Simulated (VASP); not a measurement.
Write the native input for VASP 6.6.1 that does the following.

| Quantity | Value |
| --- | --- |
| Task | single point |
| Functional | r2SCAN |
| Potentials or basis | VASP PAW PBE potentials, release 64 (Ga_d, N) |
| Cutoff | 520 eV |
| k mesh | 9 × 9 × 4 |
| Occupations | gaussian, width 0.01 eV |
| Spin | no spin polarisation |
| Dipole correction | no |
| Further INCAR settings | ALGO = Normal; EDIFF = 1e-06; NBANDS = 26 |

GaN:

```
Ga N
1.0
     3.18315    0.00000    0.00000
    -1.59157    2.75669    0.00000
     0.00000    0.00000    5.18363
Ga N
2 2
Cartesian
  0.0000 1.8378 -0.0046
  1.5916 0.9189 2.5872
  0.0000 1.8378 1.9485
  1.5916 0.9189 4.5403
```

One way to write it, as run:

POSCAR

```
GaN
1.0
    3.1831494038      0.0000000000      0.0000000000
   -1.5915747019      2.7566882477      0.0000000000
    0.0000000000      0.0000000000      5.1836255107
Ga N
2 2
Direct
    0.3333333333      0.6666666667     -0.0008868064
    0.6666666667      0.3333333333      0.4991131936
    0.3333333333      0.6666666667      0.3758868064
    0.6666666667      0.3333333333      0.8758868064
```

INCAR.step1

```
SYSTEM = GaN
PREC = Accurate ; ENCUT = 520
ISMEAR = 0 ; SIGMA = 0.01
LREAL = .FALSE. ; LASPH = .TRUE.
NELM = 80 ; NBANDS = 26
GGA = PE ; ALGO = Normal
EDIFF = 1E-4 ; LWAVE = .TRUE.
LCHARG = .FALSE.
```

INCAR.step2

```
SYSTEM = GaN
PREC = Accurate ; ENCUT = 520
EDIFF = 1E-6 ; ISMEAR = 0
SIGMA = 0.01 ; LREAL = .FALSE.
LASPH = .TRUE. ; NELM = 80
ALGO = Normal ; ISIF = 2
LWAVE = .FALSE. ; LCHARG = .FALSE.
METAGGA = R2SCAN ; LMIXTAU = .TRUE.
NBANDS = 26 ; ISTART = 1
```

KPOINTS

```
Automatic mesh
0
G
  9 9 4
  0 0 0
```

Potentials or basis: VASP PAW PBE potentials, release 64 (Ga_d, N).

Launch:

```console
$ cat potpaw_PBE.64/Ga_d/POTCAR potpaw_PBE.64/N/POTCAR > POTCAR
$ cp INCAR.step1 INCAR
$ mpirun -np 1 vasp_std > vasp.out
$ cp INCAR.step2 INCAR
$ mpirun -np 1 vasp_std > vasp.out
```

It gave:

| Quantity | Value |
| --- | --- |
| Pressure | 1.1 GPa |
| Largest force | 0.005 eV/Å |
| Band gap on the k mesh | 2.34 eV, direct |

Caveat: the PAW data sets were made with another functional, which shifts forces and pressure a little.

It took 3.9 min on 1 thread of AMD EPYC 7R43 64-Core Processor (Zen 3), on a shared host, peak memory 0.15 GiB.
